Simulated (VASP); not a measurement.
# MgO (P1) in VASP: single point with PBEsol

Aim: the single point of MgO with PBEsol.

Program: VASP 6.6.1. These are calculated values, not measurements. Logs are shortened: lines on timing, memory, paths and dates and some standing lists are left out, and cuts for length are marked.

## (1) The cell of the first run

The typed cell holds 8 atoms: a = 3.251 Å, b = 3.251 Å, c = 10.386 Å, α = 90.00°, β = 90.00°, γ = 120.00°.

## (2) Single point, PBEsol

File INCAR:

```
  PREC = Accurate
  ENCUT = 520
  EDIFF = 1E-7
  ISMEAR = 0
  SIGMA = 0.01
  LREAL = False
  LASPH = True
  NELM = 60
  ALGO = Normal
  ISIF = 2
  LWAVE = False
  LCHARG = True
  GGA = PS
  LELF = True
  LVHAR = True
  NBANDS = 26
```

File KPOINTS:

```
Automatic mesh
0
Gamma
  2 2 1
  0.5 0.5 0
```

File POSCAR:

```
MgO
1.0
    3.2505940000      0.0000000000      0.0000000000
   -1.6252970000      2.8150970000      0.0000000000
    0.0000000000      0.0000000000     10.3863380000
Mg O
4 4
Direct
    0.3443965345      0.6848442523      0.9706470173
    0.0241689322      0.0056619719      0.2163882015
   -0.0120325526     -0.0140250940      0.7231719207
    0.6408218716      0.3313718852      0.4714753169
    0.3327726800      0.6436755110      0.7797898547
   -0.0200181223     -0.0135444711      0.5319984772
    0.0070870514      0.0155529277      0.0280351939
    0.6841766385      0.3423857153      0.2783039605
```

Potentials or basis: VASP PAW PBE potentials, release 64 (Mg, O).

Run with:

```sh
$ cat potpaw_PBE.64/Mg/POTCAR potpaw_PBE.64/O/POTCAR > POTCAR
$ mpirun -np 1 vasp_std > vasp.out
```

OUTCAR:

```text
PREC = Accurate
   ENCUT = 520
   EDIFF = 1E-7
   ISMEAR = 0
   LREAL = False
   LASPH = True
   NELM = 60
   ISIF = 2
   GGA = PS

 ion  position               nearest neighbor table
   1  0.344  0.685  0.971-   7 1.96   7 1.97   7 1.98   5 1.99   2 3.13   3 3.15   3 3.17   2 3.19
                             2 3.19   3 3.24
   2  0.024  0.006  0.216-   7 1.96   8 1.97   8 1.98   8 2.01   1 3.13   4 3.17   1 3.19   1 3.19
                             4 3.26   4 3.32
   3  0.988  0.986  0.723-   5 1.94   5 1.94   6 1.99   5 2.02   1 3.15   1 3.17   4 3.20   4 3.20
                             1 3.24   4 3.26
   4  0.641  0.331  0.471-   6 1.95   6 1.96   8 2.01   6 2.03   2 3.17   3 3.20   3 3.20   3 3.26
                             2 3.26   2 3.32
   5  0.333  0.644  0.780-   3 1.94   3 1.94   1 1.99   3 2.02
   6  0.980  0.986  0.532-   4 1.95   4 1.96   3 1.99   4 2.03
   7  0.007  0.016  0.028-   2 1.96   1 1.96   1 1.97   1 1.98
   8  0.684  0.342  0.278-   2 1.97   2 1.98   4 2.01   2 2.01

  LATTYP: Found a hexagonal cell.
 ALAT       =     3.2505940000
 C/A-ratio  =     3.1952123212

  Lattice vectors:

 A1 = (   3.2505940000,   0.0000000000,   0.0000000000)
 A2 = (  -1.6252970000,   2.8150970000,   0.0000000000)
 A3 = (   0.0000000000,   0.0000000000,  10.3863380000)

Analysis of symmetry for initial positions (statically):
=====================================================================
 Subroutine PRICEL returns:
 Original cell was already a primitive cell.

 Routine SETGRP: Setting up the symmetry group for a
 hexagonal supercell.

 Subroutine GETGRP returns: Found  1 space group operations
 (whereof  1 operations were pure point group operations)
 out of a pool of 24 trial point group operations.

The static configuration has the point symmetry C_1 .

Analysis of symmetry for dynamics (positions and initial velocities):
=====================================================================
 Subroutine PRICEL returns:
 Original cell was already a primitive cell.

 Routine SETGRP: Setting up the symmetry group for a
 hexagonal supercell.

 Subroutine GETGRP returns: Found  1 space group operations
 (whereof  1 operations were pure point group operations)
 out of a pool of 24 trial point group operations.

The dynamic configuration has the point symmetry C_1 .

 Subroutine INISYM returns: Found  1 space group operations
 (whereof  1 operations are pure point group operations),
 and found     1 'primitive' translations

----------------------------------------------------------------------------------------

                                     Primitive cell

  volume of cell :      95.0427

  direct lattice vectors                    reciprocal lattice vectors
     3.250594000  0.000000000  0.000000000     0.307636081  0.177613773  0.000000000
    -1.625297000  2.815097000  0.000000000     0.000000000  0.355227546  0.000000000
     0.000000000  0.000000000 10.386338000     0.000000000  0.000000000  0.096280325

  length of vectors
     3.250594000  3.250594016 10.386338000     0.355227548  0.355227546  0.096280325

  position of ions in fractional coordinates (direct lattice)
     0.344396534  0.684844252  0.970647017
     0.024168932  0.005661972  0.216388202
     0.987967447  0.985974906  0.723171921
     0.640821872  0.331371885  0.471475317
     0.332772680  0.643675511  0.779789855
     0.979981878  0.986455529  0.531998477
     0.007087051  0.015552928  0.028035194
     0.684176638  0.342385715  0.278303960

  ion indices of the primitive-cell ions
   primitive index   ion index
                 1           1
                 2           2
                 3           3
                 4           4
                 5           5
                 6           6
                 7           7
                 8           8

----------------------------------------------------------------------------------------

 KPOINTS: Automatic mesh

Automatic generation of k-mesh.
 Grid dimensions read from file:
 generate k-points for:    2    2    1

 Generating k-lattice:

  Cartesian coordinates                     Fractional coordinates (reciprocal lattice)
     0.153818041  0.088806887  0.000000000     0.500000000 -0.000000000  0.000000000
     0.000000000  0.177613773  0.000000000     0.000000000  0.500000000  0.000000000
     0.000000000  0.000000000  0.096280325     0.000000000  0.000000000  1.000000000

  Length of vectors
     0.177613774  0.177613773  0.096280325

  Shift w.r.t. Gamma in fractional coordinates (k-lattice)
     0.500000000  0.500000000  0.000000000

 Subroutine IBZKPT returns following result:
 ===========================================

 Found      6 irreducible k-points:

 Following reciprocal coordinates:
            Coordinates               Weight
  0.250000  0.250000  0.000000      2.000000
 -0.250000  0.500000  0.000000      2.000000
  0.500000  0.250000  0.000000      2.000000
 -0.250000  0.250000  0.000000      2.000000
 -0.250000  0.000000  0.000000      2.000000
  0.000000 -0.250000  0.000000      2.000000
   k-points           NKPTS =      6   k-points in BZ     NKDIM =      6   number of bands    NBANDS=     26
   number of dos      NEDOS =    301   number of ions     NIONS =      8
   total plane-waves  NPLWV =  46080
   dimension x,y,z NGX =    24 NGY =   24 NGZ =   80
   dimension x,y,z NGXF=    48 NGYF=   48 NGZF=  160
   ions per type =               4   4
   NGX,Y,Z   is equivalent  to a cutoff of  12.27, 12.27, 12.80 a.u.
   NGXF,Y,Z  is equivalent  to a cutoff of  24.55, 24.55, 25.61 a.u.
 SYSTEM =  unknown system
   PREC   = accura    normal or accurate (medium, high low for compatibility)
   ISTART =      0    job   : 0-new  1-cont  2-samecut
   ICHARG =      2    charge: 1-file 2-atom 10-const
   ISPIN  =      1    spin polarized calculation?
   LNONCOLLINEAR =      F non collinear calculations
   LSORBIT =      F    spin-orbit coupling
   LASPH  =      T    aspherical Exc in radial PAW
   ENCUT  =  520.0 eV  38.22 Ry    6.18 a.u.   6.04  6.04 19.31*2*pi/ulx,y,z
   NELM   =     60;   NELMIN=  2; NELMDL= -5     # of ELM steps
   EDIFF  = 0.1E-06   stopping-criterion for ELM
   LREAL  =      F    real-space projection
   EDIFFG = 0.1E-05   stopping-criterion for IOM
   NSW    =      0    number of steps for IOM
   IBRION =     -1    ionic relax: 0-MD 1-quasi-New 2-CG
   NFREE  =      0    steps in history (QN), initial steepest desc. (CG)
   ISIF   =      2    stress and relaxation
   ISYM   =      2    0-nonsym 1-usesym 2-fastsym
   POTIM  = 0.5000    time-step for ionic-motion
   TEBEG  =    0.0;   TEEND  =   0.0 temperature during run
   PSTRESS=    0.0 pullay stress
   NELECT =      32.0000    total number of electrons
   NUPDOWN=      -1.0000    fix difference up-down
   EMIN   =  10.00;   EMAX   =-10.00  energy-range for DOS
   EFERMI =   0.00;   METHOD = LEGACY
   ISMEAR =     0;   SIGMA  =   0.01  broadening in eV -4-tet -1-fermi 0-gaus
   EFERMI_NEDOS =   21; number of points for ismear=-14 and -15
   IALGO  =     38    algorithm
   IMIX   =      4    mixing-type and parameters
     AMIX     =   0.40;   BMIX     =  1.00
     AMIX_MAG =   1.60;   BMIX_MAG =  1.00
  volume/ion in A,a.u.               =      11.88        80.17
  Fermi-wavevector in a.u.,A,eV,Ry     =   1.138899  2.152208 17.648001  1.297092
  Thomas-Fermi vector in A             =   2.275603
   LORBIT       =      0    0 simple, 1 ext, 2 COOP (PROOUT), +10 PAW based schemes
   GGA     = PS    functional components
   LHFCALC =     F    Hartree Fock is set to
   AEXX    =    0.0000 exact exchange contribution
   IVDW    =     0    specifies the selected vdW correction
   LEPSILON=     F    determine dielectric tensor
   LRPA    =     F    only Hartree local field effects (RPA)
 non-spin polarized calculation
 Gauss-broadening in eV      SIGMA  =   0.01
  energy-cutoff  :      520.00
  volume of cell :       95.04
 maximum number of plane-waves:      2566
   NGX = 13   NGY = 13   NGZ = 39

 number of electron      31.9999997 magnetization

 Free energy of the ion-electron system (eV)
  ---------------------------------------------------
  ext. energy  EPLUGINS =         0.00000000
  ---------------------------------------------------
  free energy    TOTEN  =       -49.16419040 eV

  energy without entropy =      -49.16419040  energy(sigma->0) =      -49.16419040

 E-fermi :   0.6802     XC(G=0):  -9.9638

 val. band max:        0.6164341848   @ k =  -0.2500   0.0000   0.0000
 cond. band min:       6.3430285696   @ k =   0.0000  -0.2500   0.0000
 fundamental gap:      5.7265943848
 Fermi energy:         0.6802136084

 k-point     1 :       0.2500    0.2500    0.0000
  band No.  band energies     occupation
      1     -14.7142      2.00000
      2     -14.4361      2.00000
      3     -14.3537      2.00000
      4     -14.2447      2.00000
      5      -1.9478      2.00000
      6      -1.8874      2.00000
[... 18 lines left out ...]
     25      13.7411      0.00000
     26      13.9298      0.00000

 k-point     2 :      -0.2500    0.5000    0.0000
  band No.  band energies     occupation
      1     -14.7154      2.00000
      2     -14.4428      2.00000
      3     -14.3452      2.00000
      4     -14.2500      2.00000
      5      -1.9467      2.00000
      6      -1.8714      2.00000
[... 18 lines left out ...]
     25      13.8892      0.00000
     26      14.0418      0.00000

 k-point     3 :       0.5000    0.2500    0.0000
  band No.  band energies     occupation
      1     -14.7180      2.00000
      2     -14.4395      2.00000
      3     -14.3531      2.00000
      4     -14.2415      2.00000
      5      -1.9538      2.00000
      6      -1.8564      2.00000
[... 18 lines left out ...]
     25      13.7030      0.00000
     26      13.8401      0.00000

 k-point     4 :      -0.2500    0.2500    0.0000
  band No.  band energies     occupation
      1     -15.0173      2.00000
      2     -14.6923      2.00000
      3     -14.5787      2.00000
      4     -14.3370      2.00000
      5      -1.8673      2.00000
      6      -1.6277      2.00000
[... 18 lines left out ...]
     25      14.0664      0.00000
     26      14.5867      0.00000

 k-point     5 :      -0.2500    0.0000    0.0000
  band No.  band energies     occupation
      1     -15.0160      2.00000
      2     -14.6896      2.00000
      3     -14.5797      2.00000
      4     -14.3355      2.00000
      5      -1.8701      2.00000
      6      -1.6345      2.00000
[... 18 lines left out ...]
     25      14.0450      0.00000
     26      14.4908      0.00000

 k-point     6 :       0.0000   -0.2500    0.0000
  band No.  band energies     occupation
      1     -15.0144      2.00000
      2     -14.6910      2.00000
      3     -14.5778      2.00000
      4     -14.3388      2.00000
      5      -1.8640      2.00000
      6      -1.6279      2.00000
[... 18 lines left out ...]
     25      14.0282      0.00000
     26      14.5686      0.00000

------------------------ aborting loop because EDIFF is reached ----------------------------------------

  FORCE on cell =-STRESS in cart. coord.  units (eV):
  Direction    XX          YY          ZZ          XY          YZ          ZX
  --------------------------------------------------------------------------------------
  -------------------------------------------------------------------------------------
  Total       -0.6281544      0.2896917      0.6852047      0.8875580      0.1881814     -0.1441748
  in kB      -10.5890845      4.8834658     11.5508089     14.9619701      3.1722593     -2.4304200
  external PRESSURE =       1.9483967 kB  Pullay stress =       0.0000000 kB

 VOLUME and BASIS-vectors are now :
 -----------------------------------------------------------------------------
  energy-cutoff  :      520.00
  volume of cell :       95.04
      direct lattice vectors                 reciprocal lattice vectors
     3.250594000  0.000000000  0.000000000     0.307636081  0.177613773  0.000000000
    -1.625297000  2.815097000  0.000000000     0.000000000  0.355227546  0.000000000
     0.000000000  0.000000000 10.386338000     0.000000000  0.000000000  0.096280325

 POSITION                                       TOTAL-FORCE (eV/Angst)
 -----------------------------------------------------------------------------------
      0.00642      1.92790     10.08147        -0.054926     -0.158769     -0.382000
      0.06936      0.01594      2.24748        -0.310175      0.076712      0.571476
      1.60898      2.77561      7.51111         0.418232     -0.162397     -0.231380
      1.54447      0.93284      4.89690         0.391268     -0.248956     -0.295918
      0.03554      1.81201      8.09916        -0.468085      0.294046      0.354993
      1.58224      2.77697      5.52552        -0.230164      0.285958     -0.043595
     -0.00224      0.04378      0.29118         0.127633      0.012164     -0.033927
      1.66750      0.96385      2.89056         0.126217     -0.098759      0.060350
 -----------------------------------------------------------------------------------
    total drift:                                0.000283     -0.000097     -0.001194

  FREE ENERGIE OF THE ION-ELECTRON SYSTEM (eV)
  ---------------------------------------------------
  free  energy   TOTEN  =       -49.1641903975 eV

  energy  without entropy=      -49.1641903975  energy(sigma->0) =      -49.16419040
```

Wall time 32 s (1 thread of Intel Xeon 8259CL, shared host); peak memory 0.2 GiB.

Results:

- Free energy: -49.1642 eV
- Pressure: 0.2 GPa
- Largest force: 0.657 eV/Å
- Band gap on the k mesh: 5.73 eV, indirect (least direct gap 5.73 eV)

Forces in eV/Å, atoms in the order of the input:
```
Mg  -0.055 -0.159 -0.382
Mg  -0.310  0.077  0.571
Mg   0.418 -0.162 -0.231
Mg   0.391 -0.249 -0.296
O   -0.468  0.294  0.355
O   -0.230  0.286 -0.044
O    0.128  0.012 -0.034
O    0.126 -0.099  0.060
```

Levels at points of the mesh, in eV from the valence-band top:
| k point | band 13 | band 14 | band 15 | band 16 | band 17 | band 18 | band 19 | band 20 |
| --- | --- | --- | --- | --- | --- | --- | --- | --- |
| (0.25, 0.25, 0.00) | -0.75 | -0.43 | -0.36 | -0.20 | 7.48 | 7.84 | 8.08 | 8.11 |

Caveat: the k points lie up to 1.12 Å⁻¹ apart; the PAW data sets were made with another functional, which shifts forces and pressure a little. As with any semilocal functional, this PBEsol gap is likely too small.
